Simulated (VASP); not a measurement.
Crystal: Ge.

```xyz
2
Lattice="1.4881 -2.5947 0.0000 1.4881 2.5947 0.0000 0.0000 0.0000 4.7276" Properties=species:S:1:pos:R:3 pbc="T T T"
Ge    1.4881   -0.8643    1.1819
Ge    1.4881    0.8643    3.5457
```

Base run:

```yaml
Program: VASP 6.6.1
Functional: r2SCAN
Potentials_or_basis: VASP PAW PBE potentials, release 64 (Ge_d)
Cutoff: 520 eV
k_mesh: 9 × 9 × 5
Occupations: methfessel-paxton, width 0.1 eV
Spin: no spin polarisation
```

Its results: band gap on the k mesh zero (band 14 reaches 14.13 eV, above the bottom of band 15 at 3.83 eV); pressure 1.0 GPa.

Task: After a change of settings the same cell gave: band gap on the k mesh zero (band 14 reaches 13.91 eV, above the bottom of band 15 at 5.68 eV); pressure 2.3 GPa. Which change was it?
A. k mesh from 9 × 9 × 5 to 5 × 5 × 3
B. k mesh from 9 × 9 × 5 to 3 × 3 × 2
C. k mesh from 9 × 9 × 5 to 7 × 7 × 4
D. k mesh from 9 × 9 × 5 to 4 × 4 × 2

Result: A.

Caveats: some runs use coarse meshes; the PAW data sets were made with another functional, which shifts forces and pressure a little.
